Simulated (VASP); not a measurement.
Write the native input for VASP 6.6.1 that does the following.

```
Task                   : single point
Functional             : RPBE
Potentials or basis    : VASP PAW PBE potentials, release 64 (Ag)
Cutoff                 : 520 eV
k mesh                 : 15 × 15 × 7
Occupations            : fermi-dirac, width 0.1 eV
Spin                   : no spin polarisation
Dipole correction      : no
Further INCAR settings : ALGO = Normal; EDIFF = 1e-07; NBANDS = 18
```

The structure of Ag lies in POSCAR:

```
Ag
1.0
   -2.0172644975      1.6574904838      1.4791800263
    1.6574904838     -2.0172644975      1.4791800263
    3.8378567439      3.8378567439     -2.1381067913
Ag
2
Direct
    0.9584642243      0.0415357757      0.0000000000
    0.7915357757      0.2084642243      0.5000000000
```

This isn't the form of Ag at room conditions, which is fcc.

The input as run:

INCAR

```
PREC = Accurate ; ENCUT = 520
EDIFF = 1E-7 ; ISMEAR = -1
SIGMA = 0.1 ; LREAL = False
LASPH = True ; NELM = 60
ALGO = Normal ; ISIF = 2
LWAVE = False ; LCHARG = True
GGA = RP ; LELF = True
LVHAR = True ; NBANDS = 18
```

KPOINTS

```
Automatic mesh
0
Gamma
  15 15 7
```

Potentials or basis: VASP PAW PBE potentials, release 64 (Ag).

The run is started by

```sh
$ cat potpaw_PBE.64/Ag/POTCAR > POTCAR
$ mpirun -np 1 vasp_std > vasp.out
```

It gave:

The pressure is -2.6 GPa. The band gap on the k mesh is zero (bands 11 and 12 overlap by 7.09 eV).

Caveat: the PAW data sets were made with another functional, which shifts forces and pressure a little.

Run time: 4.3 min on 1 thread of Intel(R) Xeon(R) Platinum 8259CL CPU @ 2.50GHz (Skylake/Cascade Lake) (shared host), peak memory 0.36 GiB.
